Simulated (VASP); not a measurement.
Runs of VASP 6.6.1 on Ti. The structure is that of space group Fm-3m (No. 225), or close to it. The cells are those of the table. 

```tsv
task	cell	k mesh	cutoff (eV)	gap on the mesh (eV)	pressure (GPa)
single point	a = 2.908 Å, angles 60.0°, 1 atom	22 × 22 × 22	520	none	(b)
single point	a = 2.870 Å, angles 60.0°, 1 atom	22 × 22 × 22	520	none	-0.2
single point	a = 2.750 Å, angles 60.0°, 1 atom	22 × 22 × 22	520	none	(a)
single point	a = 2.791 Å, angles 60.0°, 1 atom	22 × 22 × 22	520	none	10.6
single point	a = 2.870 Å, angles 60.0°, 1 atom	13 × 13 × 13	520	none	-0.3
single point	a = 2.831 Å, angles 60.0°, 1 atom	22 × 22 × 22	520	none	4.7
relaxation of cell and atoms	relaxed from a = 2.923 Å, angles 60.0°, 1 atom	13 × 13 × 13	600	none	0.0
single point	a = 2.944 Å, angles 60.0°, 1 atom	22 × 22 × 22	520	none	-7.8
single point	a = 2.980 Å, angles 60.0°, 1 atom	22 × 22 × 22	520	none	-10.7
```

Alike in all rows: level PBEsol; potentials or basis VASP PAW PBE potentials, release 64 (Ti_sv); no spin polarisation; smearing fermi-dirac 0.1 eV.

**Question.** Fill in the values left out.

**Answer.** (a) 17.6; (b) -4.4.

Caveats: the PAW data sets were made with another functional, which shifts forces and pressure a little.

A gap of «none» marks levels without a gap at the run's occupations.
